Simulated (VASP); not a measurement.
# Hf (Fm-3m) in VASP: a series of runs

Runs on Hf. Level: LDA. Tasks: single point, relaxation of cell and atoms.

All numbers are computed with VASP 6.6.1; they aren't measurements. Logs are shortened: lines on timing, memory, paths and dates and some standing lists are left out, and cuts for length are marked.

## (1) The cell of the first run

Symmetry: Fm-3m, No. 225, cubic system. Conventional cell: a = 4.253 Å, b = 4.253 Å, c = 4.253 Å, α = 90.00°, β = 90.00°, γ = 90.00°. Hf (site symmetry m-3m) has 12 Hf at 3.01 Å within 4.0 Å.

## (2) Single point, LDA

The input, INCAR:

```
ALGO = Normal
EDIFF = 1E-6
ENCUT = 520
ISIF = 2
ISMEAR = -1
LASPH = True
LCHARG = True
LELF = True
LREAL = False
LVHAR = True
LWAVE = False
NBANDS = 11
NELM = 100
PREC = Accurate
SIGMA = 0.1
```

The input, KPOINTS:

```
k-points
0
Gamma
  16 16 16
```

The input, POSCAR:

```
Hf
1.0
    0.0000000000      2.1266017556      2.1266017556
    2.1266017556      0.0000000000      2.1266017556
    2.1266017556      2.1266017556      0.0000000000
Hf
1
Direct
    0.0000000000      0.0000000000      0.0000000000
```

Potentials or basis: VASP PAW LDA potentials, release 64 (Hf_pv).

On the command line:

```bash
cat potpaw_LDA.64/Hf_pv/POTCAR > POTCAR
mpirun -np 1 vasp_std > vasp.out
```

OUTCAR:

```text
EDIFF = 1E-6
   ENCUT = 520
   ISIF = 2
   ISMEAR = -1
   LASPH = True
   LREAL = False
   NELM = 100
   PREC = Accurate

 ion  position               nearest neighbor table
   1  0.000  0.000  0.000-

  LATTYP: Found a face centered cubic cell.
 ALAT       =     4.2532035112

  Lattice vectors:

 A1 = (   0.0000000000,   2.1266017556,   2.1266017556)
 A2 = (   2.1266017556,   0.0000000000,   2.1266017556)
 A3 = (   2.1266017556,   2.1266017556,   0.0000000000)

Analysis of symmetry for initial positions (statically):
=====================================================================
 Subroutine PRICEL returns:
 Original cell was already a primitive cell.

 Routine SETGRP: Setting up the symmetry group for a
 face centered cubic supercell.

 Subroutine GETGRP returns: Found 48 space group operations
 (whereof 48 operations were pure point group operations)
 out of a pool of 48 trial point group operations.

The static configuration has the point symmetry O_h .

Analysis of symmetry for dynamics (positions and initial velocities):
=====================================================================
 Subroutine PRICEL returns:
 Original cell was already a primitive cell.

 Routine SETGRP: Setting up the symmetry group for a
 face centered cubic supercell.

 Subroutine GETGRP returns: Found 48 space group operations
 (whereof 48 operations were pure point group operations)
 out of a pool of 48 trial point group operations.

The dynamic configuration has the point symmetry O_h .

 Subroutine INISYM returns: Found 48 space group operations
 (whereof 48 operations are pure point group operations),
 and found     1 'primitive' translations

----------------------------------------------------------------------------------------

                                     Primitive cell

  volume of cell :      19.2348

  direct lattice vectors                    reciprocal lattice vectors
     0.000000000  2.126601756  2.126601756    -0.235116894  0.235116894  0.235116894
     2.126601756  0.000000000  2.126601756     0.235116894 -0.235116894  0.235116894
     2.126601756  2.126601756  0.000000000     0.235116894  0.235116894 -0.235116894

  length of vectors
     3.007469045  3.007469045  3.007469045     0.407234406  0.407234406  0.407234406

  position of ions in fractional coordinates (direct lattice)
     0.000000000  0.000000000  0.000000000

  ion indices of the primitive-cell ions
   primitive index   ion index
                 1           1

----------------------------------------------------------------------------------------

 KPOINTS: k-points

Automatic generation of k-mesh.
 Grid dimensions read from file:
 generate k-points for:   16   16   16

 Generating k-lattice:

  Cartesian coordinates                     Fractional coordinates (reciprocal lattice)
    -0.014694806  0.014694806  0.014694806     0.062500000  0.000000000  0.000000000
     0.014694806 -0.014694806  0.014694806     0.000000000  0.062500000  0.000000000
     0.014694806  0.014694806 -0.014694806     0.000000000  0.000000000  0.062500000

  Length of vectors
     0.025452150  0.025452150  0.025452150

  Shift w.r.t. Gamma in fractional coordinates (k-lattice)
     0.000000000  0.000000000  0.000000000

 Subroutine IBZKPT returns following result:
 ===========================================

 Found    145 irreducible k-points:

 Following reciprocal coordinates:
            Coordinates               Weight
  0.000000  0.000000  0.000000      1.000000
  0.062500  0.000000  0.000000      8.000000
  0.125000  0.000000  0.000000      8.000000
  0.187500  0.000000  0.000000      8.000000
  0.250000  0.000000  0.000000      8.000000
  0.312500  0.000000  0.000000      8.000000
[... 16 lines left out ...]
 -0.125000  0.062500  0.000000     24.000000
 -0.062500  0.062500  0.000000     12.000000
 [... further k-points ...]
   k-points           NKPTS =    145   k-points in BZ     NKDIM =    145   number of bands    NBANDS=     11
   number of dos      NEDOS =    301   number of ions     NIONS =      1
   total plane-waves  NPLWV =  13824
   dimension x,y,z NGX =    24 NGY =   24 NGZ =   24
   dimension x,y,z NGXF=    48 NGYF=   48 NGZF=   48
   ions per type =               1
   NGX,Y,Z   is equivalent  to a cutoff of  13.27, 13.27, 13.27 a.u.
   NGXF,Y,Z  is equivalent  to a cutoff of  26.53, 26.53, 26.53 a.u.
 SYSTEM =  unknown system
   PREC   = accura    normal or accurate (medium, high low for compatibility)
   ISTART =      0    job   : 0-new  1-cont  2-samecut
   ICHARG =      2    charge: 1-file 2-atom 10-const
   ISPIN  =      1    spin polarized calculation?
   LNONCOLLINEAR =      F non collinear calculations
   LSORBIT =      F    spin-orbit coupling
   LASPH  =      T    aspherical Exc in radial PAW
   ENCUT  =  520.0 eV  38.22 Ry    6.18 a.u.   5.59  5.59  5.59*2*pi/ulx,y,z
   NELM   =    100;   NELMIN=  2; NELMDL= -5     # of ELM steps
   EDIFF  = 0.1E-05   stopping-criterion for ELM
   LREAL  =      F    real-space projection
   EDIFFG = 0.1E-04   stopping-criterion for IOM
   NSW    =      0    number of steps for IOM
   IBRION =     -1    ionic relax: 0-MD 1-quasi-New 2-CG
   NFREE  =      0    steps in history (QN), initial steepest desc. (CG)
   ISIF   =      2    stress and relaxation
   ISYM   =      2    0-nonsym 1-usesym 2-fastsym
   POTIM  = 0.5000    time-step for ionic-motion
   TEBEG  =    0.0;   TEEND  =   0.0 temperature during run
   PSTRESS=    0.0 pullay stress
   NELECT =      10.0000    total number of electrons
   NUPDOWN=      -1.0000    fix difference up-down
   EMIN   =  10.00;   EMAX   =-10.00  energy-range for DOS
   EFERMI =   0.00;   METHOD = LEGACY
   ISMEAR =    -1;   SIGMA  =   0.10  broadening in eV -4-tet -1-fermi 0-gaus
   EFERMI_NEDOS =   21; number of points for ismear=-14 and -15
   IALGO  =     38    algorithm
   IMIX   =      4    mixing-type and parameters
     AMIX     =   0.40;   BMIX     =  1.00
     AMIX_MAG =   1.60;   BMIX_MAG =  1.00
  volume/ion in A,a.u.               =      19.23       129.80
  Fermi-wavevector in a.u.,A,eV,Ry     =   1.316372  2.487583 23.576658  1.732835
  Thomas-Fermi vector in A             =   2.446489
   LORBIT       =      0    0 simple, 1 ext, 2 COOP (PROOUT), +10 PAW based schemes
   GGA     = CA    functional components
   LHFCALC =     F    Hartree Fock is set to
   AEXX    =    0.0000 exact exchange contribution
   IVDW    =     0    specifies the selected vdW correction
   LEPSILON=     F    determine dielectric tensor
   LRPA    =     F    only Hartree local field effects (RPA)
 non-spin polarized calculation
  energy-cutoff  :      520.00
  volume of cell :       19.23
 maximum number of plane-waves:       534
   NGX = 11   NGY = 11   NGZ = 11

 number of electron      10.0000000 magnetization

 number of electron       9.9999999 magnetization

 Free energy of the ion-electron system (eV)
  ---------------------------------------------------
  ext. energy  EPLUGINS =         0.00000000
  ---------------------------------------------------
  free energy    TOTEN  =       -10.60895591 eV

  energy without entropy =      -10.56843354  energy(sigma->0) =      -10.58869472

 E-fermi :   5.7596     XC(G=0): -12.1762

 val. band max:        5.7420840756   @ k =  -0.4375   0.1250   0.0000
 cond. band min:       5.7826930668   @ k =   0.4375   0.1250   0.0625
 fundamental gap:      0.0406089912
 Fermi energy:         5.7595603803

 k-point     1 :       0.0000    0.0000    0.0000
  band No.  band energies     occupation
      1     -23.5734      2.00000
      2     -23.5734      2.00000
      3     -23.5734      2.00000
      4      -1.8883      2.00000
      5       7.1083      0.00000
      6       7.1083      0.00000
      7       7.1083      0.00000
      8      10.4472      0.00000
      9      10.4472      0.00000
     10      17.6627      0.00000
     11      18.3523      0.00000

 k-point     2 :       0.0625    0.0000    0.0000
  band No.  band energies     occupation
      1     -23.6305      2.00000
      2     -23.5802      2.00000
      3     -23.5802      2.00000
      4      -1.7220      2.00000
      5       6.9441      0.00001
      6       7.1879      0.00000
      7       7.1879      0.00000
      8      10.3524      0.00000
      9      10.3524      0.00000
     10      18.0287      0.00000
     11      18.3521      0.00000

 k-point     3 :       0.1250    0.0000    0.0000
  band No.  band energies     occupation
      1     -23.7905      2.00000
      2     -23.5996      2.00000
      3     -23.5996      2.00000
      4      -1.2470      2.00000
      5       6.5410      0.00081
      6       7.3851      0.00000
      7       7.3851      0.00000
      8      10.1545      0.00000
      9      10.1545      0.00000
     10      18.3511      0.00000
     11      18.9173      0.00000

 k-point     4 :       0.1875    0.0000    0.0000
  band No.  band energies     occupation
      1     -24.0229      2.00000
      2     -23.6285      2.00000
      3     -23.6285      2.00000
      4      -0.5373      2.00000
      5       6.0903      0.07064
      6       7.5562      0.00000
      7       7.5562      0.00000
      8      10.0915      0.00000
      9      10.0915      0.00000
     10      18.3461      0.00000
     11      18.8495      0.00000
[... 239 lines left out ...]
 k-point    22 :      -0.1875    0.0625    0.0000
  band No.  band energies     occupation
      1     -24.1204      2.00000
      2     -23.6916      2.00000
      3     -23.6246      2.00000
      4      -0.1365      2.00000
      5       5.8591      0.53969
      6       7.5165      0.00000
      7       7.7094      0.00000
      8       9.5635      0.00000
      9      10.7158      0.00000
     10      18.3448      0.00000
     11      18.8860      0.00000

 k-point    23 :      -0.1250    0.0625    0.0000
  band No.  band energies     occupation
      1     -23.8844      2.00000
      2     -23.6511      2.00000
      3     -23.5977      2.00000
      4      -0.8943      2.00000
      5       6.2612      0.01316
      6       7.5017      0.00000
      7       7.5447      0.00000
      8       9.6527      0.00000
      9      10.4610      0.00000
     10      18.3505      0.00000
     11      19.4773      0.00000

 k-point    24 :      -0.0625    0.0625    0.0000
  band No.  band energies     occupation
      1     -23.7103      2.00000
      2     -23.6119      2.00000
      3     -23.5821      2.00000
      4      -1.4522      2.00000
      5       6.6834      0.00019
      6       7.3047      0.00000
      7       7.3359      0.00000
      8      10.0130      0.00000
      9      10.4253      0.00000
     10      18.3517      0.00000
     11      18.5972      0.00000

 [... further k-points ...]
[... 5 lines left out ...]
  --------------------------------------------------------------------------------------
  -------------------------------------------------------------------------------------
  Total        1.2097789      1.2097789      1.2097789      0.0000000     -0.0000000     -0.0000000
  in kB      100.7692609    100.7692609    100.7692609      0.0000000     -0.0000000     -0.0000000
  external PRESSURE =     100.7692609 kB  Pullay stress =       0.0000000 kB

 VOLUME and BASIS-vectors are now :
 -----------------------------------------------------------------------------
  energy-cutoff  :      520.00
  volume of cell :       19.23
      direct lattice vectors                 reciprocal lattice vectors
     0.000000000  2.126601756  2.126601756    -0.235116894  0.235116894  0.235116894
     2.126601756  0.000000000  2.126601756     0.235116894 -0.235116894  0.235116894
     2.126601756  2.126601756  0.000000000     0.235116894  0.235116894 -0.235116894

 POSITION                                       TOTAL-FORCE (eV/Angst)
 -----------------------------------------------------------------------------------
      0.00000      0.00000      0.00000         0.000000     -0.000000      0.000000
 -----------------------------------------------------------------------------------
    total drift:                               -0.000000     -0.000000     -0.000000

  FREE ENERGIE OF THE ION-ELECTRON SYSTEM (eV)
  ---------------------------------------------------
  free  energy   TOTEN  =       -10.6089559063 eV

  energy  without entropy=      -10.5684335374  energy(sigma->0) =      -10.58869472
```

It took 47 s on 1 thread of AMD EPYC 7R13, shared host; peak memory 0.12 GiB.

Results:

- Free energy: -10.6090 eV
- Pressure: 10.1 GPa
- Band gap on the k mesh: zero (band 5 reaches 7.11 eV, above the bottom of band 6 at 5.27 eV)

Caveat: spin-orbit coupling is left out, which moves the levels of the heavy elements.

## (3) Single point, LDA

The input, INCAR:

```
ALGO = Normal
EDIFF = 1E-6
ENCUT = 520
ISIF = 2
ISMEAR = -1
LASPH = T
LCHARG = T
LELF = T
LREAL = F
LVHAR = T
LWAVE = F
NBANDS = 11
NELM = 100
PREC = Accurate
SIGMA = 0.1
```

KPOINTS is that of step 2.

The input, POSCAR:

```
Hf
1.0
    0.0000000000      2.1268992204      2.1268992204
    2.1268992204      0.0000000000      2.1268992204
    2.1268992204      2.1268992204      0.0000000000
Hf
1
Direct
    0.0000000000      0.0000000000      0.0000000000
```

Potentials or basis: VASP PAW LDA potentials, release 64 (Hf_pv).

On the command line:

```bash
cat potpaw_LDA.64/Hf_pv/POTCAR > POTCAR
mpirun -np 1 vasp_std > vasp.out
```

Wall time 58 s (1 thread of AMD EPYC 7R13, shared host); peak memory 0.12 GiB.

Results (log left out):

```yaml
Free_energy: -10.6095 eV
Pressure: 10.0 GPa
Band_gap_on_the_k_mesh: zero (band 5 reaches 7.11 eV, above the bottom of band 6 at 5.27 eV)
```

Levels at points of the mesh, in eV from the Fermi level:
| k point | band 3 | band 4 | band 5 | band 6 | band 7 | band 8 |
| --- | --- | --- | --- | --- | --- | --- |
| (0.00, 0.00, 0.00) | -29.33 | -7.65 | 1.35 | 1.35 | 1.35 | 4.69 |
| (0.50, 0.00, 0.00) | -29.51 | -4.11 | 1.06 | 1.06 | 1.33 | 7.30 |
| (0.50, 0.50, 0.00) | -29.82 | -3.97 | -2.78 | 3.59 | 7.31 | 8.10 |

Caveat: spin-orbit coupling is left out, which moves the levels of the heavy elements.

(Part 1 of 2 ends here.)
